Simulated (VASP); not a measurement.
# GaSb2 (P4/nmm) in VASP: further runs, part 2 of 2

VASP 6.6.1. Earlier steps stand in the parts before.

## Step 3: Single point, PBE

This run uses another cell than the first one, of 26.56 Å³/atom.

Input file INCAR:

```
SYSTEM = GaSb2
PREC     = Accurate       ! precision mode
ENCUT    = 520            ! plane-wave cutoff, eV
EDIFF    = 1E-7           ! SCF threshold, eV
ISMEAR   = 0              ! smearing method
SIGMA    = 0.1            ! smearing width, eV
LREAL    = .FALSE.        ! projectors in reciprocal space
LASPH    = .TRUE.         ! aspherical terms in the spheres
NELM     = 80             ! most SCF steps
ALGO     = Normal         ! electronic algorithm
ISIF     = 2              ! what is computed and relaxed
LWAVE    = .FALSE.        ! write WAVECAR
LCHARG   = .FALSE.        ! write CHGCAR
GGA      = PE             ! functional
NBANDS   = 32             ! bands
```

Input file KPOINTS:

```
regular mesh
0
G
  4 4 2
  0 0 0
```

Input file POSCAR:

```
GaSb2
1.0
    4.2801547403      0.0000000000      0.0000000000
    0.0000000000      4.2801547403      0.0000000000
    0.0000000000      0.0000000000      8.6992500616
Ga Sb
2 4
Direct
    0.5000000000      0.0000000000      0.3569557246
    0.0000000000      0.5000000000      0.6430442754
    0.0000000000      0.0000000000      0.0000000000
    0.5000000000      0.5000000000      0.0000000000
    0.5000000000      0.0000000000      0.6957789093
    0.0000000000      0.5000000000      0.3042210907
```

Potentials or basis: VASP PAW PBE potentials, release 64 (Ga_d, Sb).

The run is started by

```bash
cat potpaw_PBE.64/Ga_d/POTCAR potpaw_PBE.64/Sb/POTCAR > POTCAR
mpirun -np 1 vasp_std > vasp.out
```

OUTCAR:

```text
SYSTEM = GaSb2
   PREC = Accurate
   ENCUT = 520
   EDIFF = 1E-7
   ISMEAR = 0
   LREAL = .FALSE.
   LASPH = .TRUE.
   NELM = 80
   ISIF = 2
   GGA = PE

 ion  position               nearest neighbor table
   1  0.500  0.000  0.357-   5 2.95   6 3.06   6 3.06   6 3.06   6 3.06
   2  0.000  0.500  0.643-   6 2.95   5 3.06   5 3.06   5 3.06   5 3.06
   3  0.000  0.000  0.000-   4 3.03   4 3.03   4 3.03   4 3.03   6 3.40   6 3.40   5 3.40   5 3.40

   4  0.500  0.500  0.000-   3 3.03   3 3.03   3 3.03   3 3.03   5 3.40   6 3.40   6 3.40   5 3.40

   5  0.500  0.000  0.696-   1 2.95   2 3.06   2 3.06   2 3.06   2 3.06   4 3.40   4 3.40   3 3.40
                             3 3.40
   6  0.000  0.500  0.304-   2 2.95   1 3.06   1 3.06   1 3.06   1 3.06   3 3.40   4 3.40   4 3.40
                             3 3.40

  LATTYP: Found a simple tetragonal cell.
 ALAT       =     4.2801547403
 C/A-ratio  =     2.0324615789

  Lattice vectors:

 A1 = (   4.2801547403,   0.0000000000,   0.0000000000)
 A2 = (   0.0000000000,   4.2801547403,   0.0000000000)
 A3 = (   0.0000000000,   0.0000000000,   8.6992500616)
[... 174 lines left out ...]

 val. band max:        6.5167837678   @ k =   0.0000   0.0000   0.5000
 cond. band min:       6.6505628794   @ k =   0.2500   0.2500   0.5000
 fundamental gap:      0.1337791116
 Fermi energy:         6.5926669567

 k-point     1 :       0.0000    0.0000    0.0000
  band No.  band energies     occupation
      1      -8.1516      2.00000
      2      -8.1158      2.00000
      3      -8.1014      2.00000
      4      -8.1014      2.00000
      5      -8.0917      2.00000
      6      -8.0868      2.00000
[... 409 lines left out ...]
     31      13.2335      0.00000
     32      13.2335      0.00000

------------------------ aborting loop because EDIFF is reached ----------------------------------------

  FORCE on cell =-STRESS in cart. coord.  units (eV):
  Direction    XX          YY          ZZ          XY          YZ          ZX
  --------------------------------------------------------------------------------------
  -------------------------------------------------------------------------------------
  Total        0.2114543      0.2114543      0.2075246      0.0000000      0.0000000     -0.0000000
  in kB        2.1258192      2.1258192      2.0863124      0.0000000      0.0000000     -0.0000000
  external PRESSURE =       2.1126503 kB  Pullay stress =       0.0000000 kB

 VOLUME and BASIS-vectors are now :
 -----------------------------------------------------------------------------
  energy-cutoff  :      520.00
  volume of cell :      159.37
      direct lattice vectors                 reciprocal lattice vectors
     4.280154740  0.000000000  0.000000000     0.233636413  0.000000000  0.000000000
     0.000000000  4.280154740  0.000000000     0.000000000  0.233636413  0.000000000
     0.000000000  0.000000000  8.699250062     0.000000000  0.000000000  0.114952438

 POSITION                                       TOTAL-FORCE (eV/Angst)
 -----------------------------------------------------------------------------------
      2.14008      0.00000      3.10525        -0.000000      0.000000     -0.040588
      0.00000      2.14008      5.59400         0.000000      0.000000      0.040588
      0.00000      0.00000      0.00000        -0.000000      0.000000      0.000000
      2.14008      2.14008      0.00000        -0.000000      0.000000      0.000000
      2.14008      0.00000      6.05275        -0.000000      0.000000      0.007959
      0.00000      2.14008      2.64650        -0.000000     -0.000000     -0.007959
 -----------------------------------------------------------------------------------
    total drift:                                0.000000     -0.000000      0.000000

  FREE ENERGIE OF THE ION-ELECTRON SYSTEM (eV)
  ---------------------------------------------------
  free  energy   TOTEN  =       -21.2883582874 eV

  energy  without entropy=      -21.2772098051  energy(sigma->0) =      -21.28278405
```

OSZICAR:

```text
N       E                     dE             d eps       ncg     rms          rms(c)
DAV:   1     0.310249739848E+03    0.31025E+03   -0.19011E+04   784   0.162E+03
DAV:   2     0.141087564311E+02   -0.29614E+03   -0.28373E+03   864   0.412E+02
DAV:   3    -0.200288726091E+02   -0.34138E+02   -0.32754E+02   912   0.112E+02
DAV:   4    -0.213298842859E+02   -0.13010E+01   -0.12874E+01   960   0.232E+01
DAV:   5    -0.213656155332E+02   -0.35731E-01   -0.35694E-01   992   0.384E+00    0.409E+00
DAV:   6    -0.212923043018E+02    0.73311E-01   -0.22308E-01   968   0.276E+00    0.234E+00
DAV:   7    -0.212885743405E+02    0.37300E-02   -0.50468E-02   928   0.130E+00    0.700E-01
DAV:   8    -0.212882022609E+02    0.37208E-03   -0.37684E-03   936   0.412E-01    0.131E-01
DAV:   9    -0.212883302459E+02   -0.12798E-03   -0.52131E-04  1056   0.143E-01    0.549E-02
DAV:  10    -0.212883547859E+02   -0.24540E-04   -0.46806E-05   912   0.432E-02    0.120E-02
DAV:  11    -0.212883593826E+02   -0.45967E-05   -0.58560E-06  1112   0.129E-02    0.533E-03
DAV:  12    -0.212883583936E+02    0.98898E-06   -0.60610E-07   776   0.425E-03    0.139E-03
DAV:  13    -0.212883582138E+02    0.17979E-06   -0.46616E-08   616   0.118E-03    0.757E-04
DAV:  14    -0.212883582874E+02   -0.73607E-07   -0.13956E-08   520   0.715E-04
   1 F= -.21288358E+02 E0= -.21282784E+02  d E =-.111485E-01
```

stdout:

```text
POSCAR found type information on POSCAR GaSb
 POSCAR found :  2 types and       6 ions
 scaLAPACK will be used
 LDA part: xc-table for (Slater+PW92), standard interpolation
 POSCAR, INCAR and KPOINTS ok, starting setup
 FFT: planning ... GRIDC
 FFT: planning ... GRID_SOFT
 FFT: planning ... GRID
 WAVECAR not read
 entering main loop
```

It took 81 s on 1 thread of Intel Xeon 8259CL, shared host; peak memory 0.27 GiB.

Results:

```
Free energy            : -21.2884 eV
Pressure               : 0.2 GPa
Largest force          : 0.041 eV/Å
Band gap on the k mesh : zero (bands 23 and 24 overlap by 1.65 eV)
```

Forces in eV/Å, atoms in the order of the input:
```
Ga   0.000  0.000 -0.041
Ga   0.000  0.000  0.041
Sb   0.000  0.000  0.000
Sb   0.000  0.000  0.000
Sb   0.000  0.000  0.008
Sb   0.000  0.000 -0.008
```

Caveat: the k points lie up to 0.37 Å⁻¹ apart, too coarse for converged energies and pressures of a metal; spin-orbit coupling is left out, which moves the levels of the heavy elements.

## Step 4: Relaxation of cell and atoms, PBE

Input file INCAR:

```
PREC     = Accurate       # precision mode
ENCUT    = 600            # plane-wave cutoff, eV
EDIFF    = 1E-6           # SCF threshold, eV
ISMEAR   = 0              # smearing method
SIGMA    = 0.1            # smearing width, eV
LREAL    = False          # projectors in reciprocal space
LASPH    = True           # aspherical terms in the spheres
NELM     = 60             # most SCF steps
ALGO     = Normal         # electronic algorithm
ISIF     = 3              # what is computed and relaxed
LWAVE    = False          # write WAVECAR
LCHARG   = False          # write CHGCAR
GGA      = PE             # functional
IBRION   = 2              # ionic algorithm
NSW      = 90             # ionic steps
EDIFFG   = -0.04          # ionic threshold
```

Input file KPOINTS:

```
regular mesh
0
Gamma
  4 4 2
```

Input file POSCAR:

```
GaSb2
1.0
    4.1030605406      0.0000000000      0.0000000000
    0.0000000000      4.1030605406      0.0000000000
    0.0000000000      0.0000000000      8.6108037533
Ga Sb
2 4
Direct
    0.5000000000      0.0000000000      0.2800000000
    0.0000000000      0.5000000000      0.7200000000
    0.0000000000      0.0000000000      0.0000000000
    0.5000000000      0.5000000000      0.0000000000
    0.5000000000      0.0000000000      0.6400000000
    0.0000000000      0.5000000000      0.3600000000
```

The run is started by

```bash
cat potpaw_PBE.64/Ga_d/POTCAR potpaw_PBE.64/Sb/POTCAR > POTCAR
mpirun -np 1 vasp_std > vasp.out
```

It took 32 min on 1 thread of Intel Xeon 8259CL, shared host; peak memory 0.34 GiB.

The run converged. Its results:

```yaml
Free_energy: -21.2879 eV
Relaxed_volume: 26.70 Å³/atom
Relaxed_cell: a = 4.292 Å, b = 4.292 Å, c = 8.694 Å, α = 90.00°, β = 90.00°, γ = 90.00°
Space_group_after_relaxing_to_0.1_Å: P4/nmm (No. 129)
Energy_gained_by_relaxing: 105.7 meV/atom
Ionic_steps: 42
Pressure_after_relaxing: -0.1 GPa
Largest_force_after_relaxing: 0.014 eV/Å
Band_gap_on_the_k_mesh: zero (bands 23 and 24 overlap by 1.63 eV)
```

Forces in eV/Å, atoms in the order of the input:
```
Ga   0.000  0.000  0.004
Ga   0.000  0.000 -0.004
Sb   0.000  0.000  0.000
Sb   0.000  0.000  0.000
Sb   0.000  0.000 -0.014
Sb   0.000  0.000  0.014
```

Stress tensor (GPa, compression positive):
```
-0.20  0.00  0.00
 0.00 -0.20  0.00
 0.00  0.00 -0.01
```

Step by step:
| step | energy change (eV) | largest force (eV/Å) | pressure (GPa) | volume (Å³) |
| --- | --- | --- | --- | --- |
| 1 | 0.0000 | 0.4220 | 4.47 | 144.96 |
| 3 | -0.1632 | 0.3688 | -0.28 | 156.71 |
| 5 | -0.2666 | 0.2763 | 0.00 | 155.80 |
| 7 | -0.3687 | 0.5798 | 0.20 | 154.36 |
| 9 | -0.3879 | 0.5787 | 0.06 | 154.73 |
| 11 | -0.4437 | 0.1720 | -0.91 | 157.70 |
| 13 | -0.4682 | 0.1888 | -0.07 | 154.77 |
| 15 | -0.4764 | 0.2080 | 0.07 | 154.35 |
| 17 | -0.4863 | 0.1462 | -0.14 | 155.03 |
| 19 | -0.4971 | 0.2258 | 0.40 | 154.16 |
| 21 | -0.5057 | 0.1403 | 0.07 | 155.11 |
| 23 | -0.5151 | 0.0826 | -0.45 | 158.04 |
| 25 | -0.5263 | 0.0071 | -1.01 | 162.06 |
| 27 | -0.5328 | 0.0552 | -1.04 | 162.67 |
| 29 | -0.5421 | 0.1392 | -1.01 | 163.30 |
| 31 | -0.5814 | 0.1691 | -0.57 | 161.68 |
| 33 | -0.5793 | 0.2931 | 2.00 | 155.13 |
| 35 | -0.6184 | 0.2449 | 0.62 | 158.28 |
| 37 | -0.6292 | 0.1371 | 0.01 | 160.20 |
| 39 | -0.6306 | 0.1123 | -0.05 | 160.32 |
| 41 | -0.6337 | 0.0172 | -0.15 | 160.16 |
| 42 | -0.6340 | 0.0140 | -0.14 | 160.20 |

Final structure:
```yaml
crystal:
  lattice:
    - [4.29249, 0.00000, 0.00000]
    - [0.00000, 4.29249, 0.00000]
    - [0.00000, 0.00000, 8.69445]
  atoms:
    - { symbol: Ga, position: [0.50000, 0.00000, 0.35399] }
    - { symbol: Ga, position: [0.00000, 0.50000, 0.64601] }
    - { symbol: Sb, position: [0.00000, 0.00000, 0.00000] }
    - { symbol: Sb, position: [0.50000, 0.50000, 0.00000] }
    - { symbol: Sb, position: [0.50000, 0.00000, 0.69542] }
    - { symbol: Sb, position: [0.00000, 0.50000, 0.30458] }
```

Levels at points of the mesh, in eV from the Fermi level:
| k point | band 18 | band 19 | band 20 | band 21 | band 22 | band 23 | band 24 | band 25 | band 26 | band 27 |
| --- | --- | --- | --- | --- | --- | --- | --- | --- | --- | --- |
| (0.00, 0.00, 0.00) | -3.51 | -3.03 | -1.16 | -1.10 | -1.10 | -0.88 | -0.88 | 0.56 | 0.70 | 3.95 |
| (0.50, 0.00, 0.00) | -1.59 | -1.29 | -1.29 | -1.00 | -1.00 | 0.10 | 0.10 | 0.68 | 0.68 | 2.04 |
| (0.50, 0.50, 0.00) | -4.95 | -3.86 | -3.86 | -3.64 | -3.64 | 0.24 | 0.24 | 0.81 | 0.81 | 2.50 |
| (0.00, 0.00, 0.50) | -3.43 | -2.53 | -1.77 | -1.77 | -0.07 | -0.07 | 0.27 | 0.65 | 1.56 | 2.46 |
| (0.50, 0.00, 0.50) | -3.21 | -1.23 | -1.23 | -0.34 | -0.34 | 0.40 | 0.40 | 1.06 | 1.06 | 2.27 |
| (0.50, 0.50, 0.50) | -4.49 | -3.84 | -3.84 | -2.45 | -2.45 | -1.23 | -1.23 | -0.41 | -0.41 | 4.74 |

Caveat: the k points lie up to 0.37 Å⁻¹ apart in the final cell, too coarse for converged energies and pressures of a metal; spin-orbit coupling is left out, which moves the levels of the heavy elements.

## Step 5: Overview

| task | cell | cutoff (eV) | gap on the mesh (eV) | pressure (GPa) | largest force (eV/Å) |
| --- | --- | --- | --- | --- | --- |
| single point | a = 4.103, b = 4.103, c = 8.611 Å, 6 atoms, atomic positions A | 520 | none | 4.5 | 0.42 |
| single point | a = 4.280, b = 4.280, c = 8.699 Å, 6 atoms, atomic positions B | 520 | none | 0.2 | 0.04 |
| relaxation of cell and atoms | relaxed from a = 4.103, b = 4.103, c = 8.611 Å, 6 atoms, atomic positions A | 600 | none | -0.1 | 0.01 |

Alike in all rows: level PBE; potentials or basis VASP PAW PBE potentials, release 64 (Ga_d, Sb); no spin polarisation; k mesh 4 × 4 × 2; smearing gaussian 0.1 eV.

Caveats: all runs use coarse meshes; spin-orbit coupling is left out, which moves the levels of the heavy elements.

Total energies depend on the potentials used, so only differences within one code and one set of settings carry meaning.

The gap in the log of VASP goes by the Fermi energy; the results here count the filled bands.